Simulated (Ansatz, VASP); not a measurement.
**Two plane-wave programs on As**

```
As
1.0
     2.70368    0.00000   -0.05407
     0.00000    2.70368    0.00000
    -0.05407    0.00000    2.70368
As
1
Direct
  0.50000 0.50000 0.50000
```

Change from the starting cell: strain -0.0400 x Voigt [0, 0, 0, 0, 1, 0], atoms carried along.

Alike in both runs: task single point; functional PBEsol; k mesh 18 × 18 × 18; occupations gaussian, width 0.15 eV; no spin polarisation.

```csv
,VASP,Ansatz
version,VASP 6.6.1,Ansatz 0.2.0
potentials or method,"VASP PAW PBE potentials, release 64 (As), cutoff 520 eV","scalar-relativistic, plane waves, PAW"
valence electrons in the cell,5,15
```

|  | VASP | Ansatz | Ansatz less VASP |
| --- | --- | --- | --- |
| gap on the k mesh at the Fermi level (eV) | none | none | - |
| pressure (GPa) | -0.8 | -1.1 | -0.30 |
| traceless stress, the component that is largest in VASP (GPa) | 0.98 | 0.99 | +0.010 |

VASP's potentials were made for PBE, not for PBEsol. A gap of «none» marks a metal or a gap that the smearing closes. VASP's potentials hold 5 valence electrons a cell and Ansatz's 15, so a difference there can come from the potentials and not from the codes.
